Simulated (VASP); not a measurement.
# AlRu (CsCl type) (Pm-3m) in VASP: further runs

AlRu (CsCl type) is run at these levels: LDA; tasks: single point.

Program: VASP 6.6.1. These are calculated values, not measurements. Logs are shortened: lines on timing, memory, paths and dates and some standing lists are left out, and cuts for length are marked.

## Step 1: The cell of the first run

Symmetry: Pm-3m, No. 221, cubic system. Conventional cell: a = 2.954 Å, b = 2.954 Å, c = 2.954 Å, α = 90.00°, β = 90.00°, γ = 90.00°. Within 3.4 Å of Ru (site symmetry m-3m) lie 8 Al at 2.56 Å and 6 Ru at 2.95 Å. Al (site symmetry m-3m) has 8 Ru at 2.56 Å and 6 Al at 2.95 Å within 3.4 Å.

## Step 2: Single point, LDA

Contents of INCAR:

```
PREC = Accurate
ENCUT = 520
EDIFF = 1E-7
ISMEAR = -1
SIGMA = 0.05
LREAL = False
LASPH = True
NELM = 100
ALGO = Normal
ISIF = 2
LWAVE = False
LCHARG = False
NBANDS = 25
```

Contents of KPOINTS:

```
regular mesh
0
Gamma
  12 9 9
```

Contents of POSCAR:

```
AlRu
1.0
    0.0000000000      0.0000000000      2.9535694198
    2.9535694198     -2.9535694198      0.0000000000
    2.9535694198      2.9535694198      0.0000000000
Ru Al
2 2
Direct
    0.0000000000      0.0000000000      0.0000000000
    0.0000000000      0.5000000000      0.5000000000
    0.5000000000      0.5000000000      0.0000000000
    0.5000000000      0.0000000000      0.5000000000
```

Potentials or basis: VASP PAW LDA potentials, release 64 (Ru_pv, Al).

Launch:

```bash
> cat potpaw_LDA.64/Ru_pv/POTCAR potpaw_LDA.64/Al/POTCAR > POTCAR
> mpirun -np 1 vasp_std > vasp.out
```

OUTCAR:

```text
PREC = Accurate
   ENCUT = 520
   EDIFF = 1E-7
   ISMEAR = -1
   LREAL = False
   LASPH = True
   NELM = 100
   ISIF = 2

 ion  position               nearest neighbor table
   1  0.000  0.000  0.000-   3 2.56   4 2.56   4 2.56   3 2.56   3 2.56   4 2.56   4 2.56   3 2.56
                             2 2.95   2 2.95   2 2.95   2 2.95
   2  0.000  0.500  0.500-   3 2.56   4 2.56   3 2.56   4 2.56   3 2.56   4 2.56   3 2.56   4 2.56
                             1 2.95   1 2.95   1 2.95   1 2.95
   3  0.500  0.500  0.000-   1 2.56   2 2.56   2 2.56   1 2.56   1 2.56   2 2.56   2 2.56   1 2.56
                             4 2.95   4 2.95   4 2.95   4 2.95
   4  0.500  0.000  0.500-   1 2.56   2 2.56   1 2.56   2 2.56   1 2.56   2 2.56   1 2.56   2 2.56
                             3 2.95   3 2.95   3 2.95   3 2.95

  LATTYP: Found a simple tetragonal cell.
 ALAT       =     4.1769779309
 C/A-ratio  =     0.7071067812

  Lattice vectors:

 A1 = (   2.9535694198,  -2.9535694198,   0.0000000000)
 A2 = (   2.9535694198,   2.9535694198,   0.0000000000)
 A3 = (   0.0000000000,   0.0000000000,   2.9535694198)

Analysis of symmetry for initial positions (statically):
=====================================================================
 Subroutine PRICEL returns following result:

  LATTYP: Found a simple cubic cell.
 ALAT       =     2.9535694198

  Lattice vectors:

 A1 = (   0.0000000000,   0.0000000000,   2.9535694198)
 A2 = (   0.0000000000,  -2.9535694198,   0.0000000000)
 A3 = (   2.9535694198,   0.0000000000,   0.0000000000)

   2 primitive cells build up your supercell.

 Routine SETGRP: Setting up the symmetry group for a
 simple tetragonal supercell.

 Subroutine GETGRP returns: Found 16 space group operations
 (whereof 16 operations were pure point group operations)
 out of a pool of 16 trial point group operations.

The static configuration has the point symmetry D_4h.

Analysis of symmetry for dynamics (positions and initial velocities):
=====================================================================
 Subroutine PRICEL returns following result:

  LATTYP: Found a simple cubic cell.
 ALAT       =     2.9535694198

  Lattice vectors:

 A1 = (   0.0000000000,   0.0000000000,   2.9535694198)
 A2 = (   0.0000000000,  -2.9535694198,   0.0000000000)
 A3 = (   2.9535694198,   0.0000000000,   0.0000000000)

   2 primitive cells build up your supercell.

 Routine SETGRP: Setting up the symmetry group for a
 simple tetragonal supercell.

 Subroutine GETGRP returns: Found 16 space group operations
 (whereof 16 operations were pure point group operations)
 out of a pool of 16 trial point group operations.

The dynamic configuration has the point symmetry D_4h.

 Subroutine INISYM returns: Found 16 space group operations
 (whereof 16 operations are pure point group operations),
 and found     2 'primitive' translations

----------------------------------------------------------------------------------------

                                     Primitive cell

  volume of cell :      25.7657

  direct lattice vectors                    reciprocal lattice vectors
     0.000000000  0.000000000  2.953569420     0.000000000  0.000000000  0.338573386
     0.000000000 -2.953569420  0.000000000     0.000000000 -0.338573386  0.000000000
     2.953569420  0.000000000  0.000000000     0.338573386  0.000000000  0.000000000

  length of vectors
     2.953569420  2.953569420  2.953569420     0.338573386  0.338573386  0.338573386

  position of ions in fractional coordinates (direct lattice)
     0.000000000  0.000000000  0.000000000
     0.500000000  0.500000000  0.500000000

  ion indices of the primitive-cell ions
   primitive index   ion index
                 1           1
                 2           3

----------------------------------------------------------------------------------------

 KPOINTS: regular mesh

Automatic generation of k-mesh.
 Grid dimensions read from file:
 generate k-points for:   12    9    9

 Generating k-lattice:

  Cartesian coordinates                     Fractional coordinates (reciprocal lattice)
     0.000000000  0.000000000  0.028214449     0.083333333  0.000000000  0.000000000
     0.018809633 -0.018809633  0.000000000     0.000000000  0.111111111  0.000000000
     0.018809633  0.018809633  0.000000000     0.000000000  0.000000000  0.111111111

  Length of vectors
     0.028214449  0.026600837  0.026600837

  Shift w.r.t. Gamma in fractional coordinates (k-lattice)
     0.000000000  0.000000000  0.000000000

 Subroutine IBZKPT returns following result:
 ===========================================

 Found    105 irreducible k-points:

 Following reciprocal coordinates:
            Coordinates               Weight
  0.000000  0.000000  0.000000      1.000000
  0.083333  0.000000  0.000000      2.000000
  0.166667  0.000000  0.000000      2.000000
  0.250000  0.000000  0.000000      2.000000
  0.333333  0.000000  0.000000      2.000000
  0.416667  0.000000  0.000000      2.000000
[... 16 lines left out ...]
  0.083333  0.333333  0.000000      8.000000
  0.166667  0.333333  0.000000      8.000000
 [... further k-points ...]
   k-points           NKPTS =    105   k-points in BZ     NKDIM =    105   number of bands    NBANDS=     25
   number of dos      NEDOS =    301   number of ions     NIONS =      4
   total plane-waves  NPLWV =  24576
   dimension x,y,z NGX =    24 NGY =   32 NGZ =   32
   dimension x,y,z NGXF=    48 NGYF=   64 NGZF=   64
   ions per type =               2   2
   NGX,Y,Z   is equivalent  to a cutoff of  13.51, 12.74, 12.74 a.u.
   NGXF,Y,Z  is equivalent  to a cutoff of  27.02, 25.47, 25.47 a.u.
 SYSTEM =  unknown system
   PREC   = accura    normal or accurate (medium, high low for compatibility)
   ISTART =      0    job   : 0-new  1-cont  2-samecut
   ICHARG =      2    charge: 1-file 2-atom 10-const
   ISPIN  =      1    spin polarized calculation?
   LNONCOLLINEAR =      F non collinear calculations
   LSORBIT =      F    spin-orbit coupling
   LASPH  =      T    aspherical Exc in radial PAW
   ENCUT  =  520.0 eV  38.22 Ry    6.18 a.u.   5.49  7.77  7.77*2*pi/ulx,y,z
   NELM   =    100;   NELMIN=  2; NELMDL= -5     # of ELM steps
   EDIFF  = 0.1E-06   stopping-criterion for ELM
   LREAL  =      F    real-space projection
   EDIFFG = 0.1E-05   stopping-criterion for IOM
   NSW    =      0    number of steps for IOM
   IBRION =     -1    ionic relax: 0-MD 1-quasi-New 2-CG
   NFREE  =      0    steps in history (QN), initial steepest desc. (CG)
   ISIF   =      2    stress and relaxation
   ISYM   =      2    0-nonsym 1-usesym 2-fastsym
   POTIM  = 0.5000    time-step for ionic-motion
   TEBEG  =    0.0;   TEEND  =   0.0 temperature during run
   PSTRESS=    0.0 pullay stress
   NELECT =      34.0000    total number of electrons
   NUPDOWN=      -1.0000    fix difference up-down
   EMIN   =  10.00;   EMAX   =-10.00  energy-range for DOS
   EFERMI =   0.00;   METHOD = LEGACY
   ISMEAR =    -1;   SIGMA  =   0.05  broadening in eV -4-tet -1-fermi 0-gaus
   EFERMI_NEDOS =   21; number of points for ismear=-14 and -15
   IALGO  =     38    algorithm
   IMIX   =      4    mixing-type and parameters
     AMIX     =   0.40;   BMIX     =  1.00
     AMIX_MAG =   1.60;   BMIX_MAG =  1.00
  volume/ion in A,a.u.               =      12.88        86.94
  Fermi-wavevector in a.u.,A,eV,Ry     =   1.425205  2.693247 27.636274  2.031209
  Thomas-Fermi vector in A             =   2.545614
   LORBIT       =      0    0 simple, 1 ext, 2 COOP (PROOUT), +10 PAW based schemes
   GGA     = CA    functional components
   LHFCALC =     F    Hartree Fock is set to
   AEXX    =    0.0000 exact exchange contribution
   IVDW    =     0    specifies the selected vdW correction
   LEPSILON=     F    determine dielectric tensor
   LRPA    =     F    only Hartree local field effects (RPA)
 non-spin polarized calculation
  energy-cutoff  :      520.00
  volume of cell :       51.53
 maximum number of plane-waves:      1419
 NGX is ok and might be reduce to    24
   NGX = 11   NGY = 15   NGZ = 15

 number of electron      33.9999983 magnetization

 Free energy of the ion-electron system (eV)
  ---------------------------------------------------
  ext. energy  EPLUGINS =         0.00000000
  ---------------------------------------------------
  free energy    TOTEN  =       -32.38652644 eV

  energy without entropy =      -32.36542224  energy(sigma->0) =      -32.37597434

 E-fermi :  11.0504     XC(G=0): -12.9915

 val. band max:       11.0384534479   @ k =   0.0833   0.4444   0.2222
 cond. band min:      11.0672645512   @ k =   0.1667   0.1111   0.1111
 fundamental gap:      0.0288111033
 Fermi energy:        11.0504424207

 k-point     1 :       0.0000    0.0000    0.0000
  band No.  band energies     occupation
      1     -30.7357      2.00000
      2     -30.7357      2.00000
      3     -30.5215      2.00000
      4     -30.5214      2.00000
      5     -30.5214      2.00000
      6     -30.4789      2.00000
[... 17 lines left out ...]
     24      17.6897      0.00000
     25      21.8362      0.00000

 k-point     2 :       0.0833    0.0000    0.0000
  band No.  band energies     occupation
      1     -30.7339      2.00000
      2     -30.7339      2.00000
      3     -30.5382      2.00000
      4     -30.5200      2.00000
      5     -30.5200      2.00000
      6     -30.4945      2.00000
[... 17 lines left out ...]
     24      17.5550      0.00000
     25      21.3498      0.00000

 k-point     3 :       0.1667    0.0000    0.0000
  band No.  band energies     occupation
      1     -30.7289      2.00000
      2     -30.7289      2.00000
      3     -30.5838      2.00000
      4     -30.5370      2.00000
      5     -30.5162      2.00000
      6     -30.5162      2.00000
[... 17 lines left out ...]
     24      18.2842      0.00000
     25      20.6387      0.00000

 k-point     4 :       0.2500    0.0000    0.0000
  band No.  band energies     occupation
      1     -30.7221      2.00000
      2     -30.7221      2.00000
      3     -30.6456      2.00000
      4     -30.5946      2.00000
      5     -30.5109      2.00000
      6     -30.5109      2.00000
[... 17 lines left out ...]
     24      19.2818      0.00000
     25      20.2221      0.00000

 k-point     5 :       0.3333    0.0000    0.0000
  band No.  band energies     occupation
      1     -30.7153      2.00000
      2     -30.7153      2.00000
      3     -30.7069      2.00000
      4     -30.6518      2.00000
      5     -30.5056      2.00000
      6     -30.5056      2.00000
[... 17 lines left out ...]
     24      20.0730      0.00000
     25      20.4119      0.00000

 k-point     6 :       0.4167    0.0000    0.0000
  band No.  band energies     occupation
      1     -30.7514      2.00000
      2     -30.7104      2.00000
      3     -30.7104      2.00000
      4     -30.6934      2.00000
      5     -30.5018      2.00000
      6     -30.5018      2.00000
[... 17 lines left out ...]
     24      20.0170      0.00000
     25      20.4051      0.00000
[... 393 lines left out ...]
 k-point    21 :       0.5000    0.2222    0.0000
  band No.  band energies     occupation
      1     -30.7603      2.00000
      2     -30.7150      2.00000
      3     -30.6858      2.00000
      4     -30.6844      2.00000
      5     -30.5265      2.00000
      6     -30.5250      2.00000
[... 17 lines left out ...]
     24      19.9201      0.00000
     25      20.6094      0.00000

 k-point    22 :       0.0000    0.3333    0.0000
  band No.  band energies     occupation
      1     -30.6872      2.00000
      2     -30.6827      2.00000
      3     -30.5801      2.00000
      4     -30.5755      2.00000
      5     -30.5109      2.00000
      6     -30.4896      2.00000
[... 17 lines left out ...]
     24      19.5829      0.00000
     25      21.4491      0.00000

 k-point    23 :       0.0833    0.3333    0.0000
  band No.  band energies     occupation
      1     -30.6854      2.00000
      2     -30.6809      2.00000
      3     -30.5786      2.00000
      4     -30.5740      2.00000
      5     -30.5273      2.00000
      6     -30.5055      2.00000
[... 17 lines left out ...]
     24      19.7254      0.00000
     25      21.1184      0.00000

 k-point    24 :       0.1667    0.3333    0.0000
  band No.  band energies     occupation
      1     -30.6803      2.00000
      2     -30.6762      2.00000
      3     -30.5761      2.00000
      4     -30.5699      2.00000
      5     -30.5699      2.00000
      6     -30.5485      2.00000
[... 17 lines left out ...]
     24      19.4781      0.00000
     25      20.1480      0.00000

 [... further k-points ...]
[... 5 lines left out ...]
  --------------------------------------------------------------------------------------
  -------------------------------------------------------------------------------------
  Total        0.1992728      0.1992728      0.1596064      0.0000000      0.0000000      0.0000000
  in kB        6.1956532      6.1956532      4.9623728      0.0000000      0.0000000      0.0000000
  external PRESSURE =       5.7845597 kB  Pullay stress =       0.0000000 kB

 VOLUME and BASIS-vectors are now :
 -----------------------------------------------------------------------------
  energy-cutoff  :      520.00
  volume of cell :       51.53
      direct lattice vectors                 reciprocal lattice vectors
     0.000000000  0.000000000  2.953569420     0.000000000  0.000000000  0.338573386
     2.953569420 -2.953569420  0.000000000     0.169286693 -0.169286693  0.000000000
     2.953569420  2.953569420  0.000000000     0.169286693  0.169286693  0.000000000

 POSITION                                       TOTAL-FORCE (eV/Angst)
 -----------------------------------------------------------------------------------
      0.00000      0.00000      0.00000         0.000000      0.000000     -0.000000
      2.95357      0.00000      0.00000         0.000000      0.000000     -0.000000
      1.47678     -1.47678      1.47678        -0.000000     -0.000000      0.000000
      1.47678      1.47678      1.47678         0.000000      0.000000      0.000000
 -----------------------------------------------------------------------------------
    total drift:                                0.000000      0.000000     -0.000000

  FREE ENERGIE OF THE ION-ELECTRON SYSTEM (eV)
  ---------------------------------------------------
  free  energy   TOTEN  =       -32.3865264373 eV

  energy  without entropy=      -32.3654222361  energy(sigma->0) =      -32.37597434
```

Wall time 35 s (1 thread of Intel Xeon 6975P-C (Granite Rapids), shared host); peak memory 0.23 GiB.

What came out:

```yaml
Free_energy: -32.3865 eV
Pressure: 0.6 GPa
Band_gap_on_the_k_mesh: zero (band 17 reaches 12.77 eV, above the bottom of band 18 at 9.87 eV)
```

Levels at points of the mesh, in eV from the Fermi level:
```csv
k point,band 13,band 14,band 15,band 16,band 17,band 18,band 19,band 20,band 21,band 22
"(0.00, 0.00, 0.00)",-1.35,-1.23,-1.23,0.21,0.21,0.21,1.62,5.54,6.23,6.23
"(0.50, 0.00, 0.00)",-1.68,-1.68,0.48,1.72,1.72,2.43,2.73,4.24,4.24,4.24
```

[end of part 1 of 2]
